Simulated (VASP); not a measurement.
AgCl: single point with PBE

Crystal: AgCl.

```xyz
4
Lattice="1.8584 -5.5193 0.0000 1.8584 5.5193 0.0000 0.0000 0.0000 3.8977" Properties=species:S:1:pos:R:3 pbc="T T T"
Ag    1.8584    1.1419    2.9233
Ag    1.8584   -1.1419    0.9744
Cl    1.8584   -4.0340    0.9744
Cl    1.8584    4.0340    2.9233
```

- Program: VASP 6.6.1
- Task: single point
- Functional: PBE
- Potentials or basis: VASP PAW PBE potentials, release 64 (Ag, Cl)
- Cutoff: 520 eV
- k mesh: 9 × 9 × 8
- Occupations: fermi-dirac, width 0.03 eV
- Spin: no spin polarisation

* Pressure: 2.7 GPa
* Largest force: 0.019 eV/Å
* Band gap on the k mesh: 0.49 eV (least direct gap 2.00 eV)

Forces in eV/Å, atoms in the order of the input:
```
Ag   0.000  0.003  0.000
Ag   0.000 -0.003  0.000
Cl   0.000  0.019  0.000
Cl   0.000 -0.019  0.000
```

Stress tensor (GPa, compression positive):
```
2.79 0.00 0.00
0.00 2.57 0.00
0.00 0.00 2.81
```

Levels at points of the mesh, in eV from the valence-band top:
```csv
k point,band 14,band 15,band 16,band 17,band 18,band 19,band 20,band 21,band 22,band 23
"(0.00, 0.00, 0.00)",-2.33,-2.26,-1.84,-1.69,-1.52,0.49,3.14,7.80,8.40,10.04
"(0.00, 0.00, 0.50)",-2.36,-1.31,-1.31,-0.09,-0.09,4.42,4.42,6.79,6.79,8.24
```

Wall time 110 s on 1 thread of Intel(R) Xeon(R) 6975P-C (Granite Rapids), on a shared host, peak memory 0.38 GiB.

Caveat: semilocal functionals underestimate gaps, and a narrow one can read as zero. A k mesh can miss the band edges.
